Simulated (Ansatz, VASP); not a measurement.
**Pd: VASP beside Ansatz**

Contents of INCAR:

```
SYSTEM = Pd
ALGO = Normal
EDIFF = 1E-6
ENCUT = 520
GGA = RP
ISIF = 2
ISMEAR = -1
ISPIN = 2
LASPH = .True.
LCHARG = .True.
LELF = .True.
LMAXMIX = 4
LORBIT = 11
LREAL = .False.
LVHAR = .True.
LWAVE = .False.
MAGMOM = -0.447 -0.447
NBANDS = 21
NELM = 150
PREC = Accurate
SIGMA = 0.05
```

Contents of KPOINTS:

```
k-points
0
Gamma
  10 10 10
  0 0 0
```

Contents of POSCAR:

```
Pd
1.0
    0.0000000000      2.8248471633      2.8248471633
    2.8248471633      0.0000000000      2.8248471633
    2.8248471633      2.8248471633      0.0000000000
Pd
2
Direct
    0.1250000000      0.1250000000      0.1250000000
    0.8750000000      0.8750000000      0.8750000000
```

Input for Ansatz:

```yaml
crystal:
  lattice:
    - [0.0, 2.8248471633, 2.8248471633]
    - [2.8248471633, 0.0, 2.8248471633]
    - [2.8248471633, 2.8248471633, 0.0]
  atoms:
    - { symbol: Pd, position: [0.125, 0.125, 0.125], spin: -0.447 }
    - { symbol: Pd, position: [0.875, 0.875, 0.875], spin: -0.447 }
hamiltonian:
  xc: rpbe
  pseudopotentials:
    kind: paw
    azcp:
      Pd: "pseudopotentials/Pd.paw.azcp"
basis:
  ecutwfc: 420
  fft_grid_basis: typed
kpoints:
  mp_grid: { grid: [10, 10, 10], shift: [0, 0, 0] }
magnetization:
  spin_polarized: true
scf:
  occupations: { method: fermi_dirac, width: 0.05 }
  lower_state_search: "off"
output:
  stress: true
  write_density: true
  write_potential: true
  elf: true
  volumetric_format: npy
```

Alike in both runs: task single point; functional RPBE; k mesh 10 × 10 × 10; occupations fermi-dirac, width 0.05 eV; collinear spin.

|  | VASP | Ansatz |
| --- | --- | --- |
| version | VASP 6.6.1 | Ansatz 0.2.0 |
| potentials or method | VASP PAW PBE potentials, release 64 (Pd), cutoff 520 eV | plane waves (420 eV) with PAW, scalar-relativistic |
| valence electrons in the cell | 20 | 36 |

VASP gave:

```
pressure (GPa)                                                : 9.5
net moment per atom (μB)                                      : 0.48
size of the moment on the site where the two differ most (μB) : 0.47
```

Problem. Estimate Ansatz's values.

Solution. Pressure (GPa): 10.0; net moment per atom (μB): 0.48; size of the moment on the site where the two differ most (μB): 0.46.

VASP's potentials were made for PBE, not for RPBE. Site moments also hang on the region over which each program counts them. The functional is the same, so the differences come from potentials, cutoffs and numerics. VASP's potentials hold 20 valence electrons a cell and Ansatz's 36, so a difference there can come from the potentials and not from the codes.
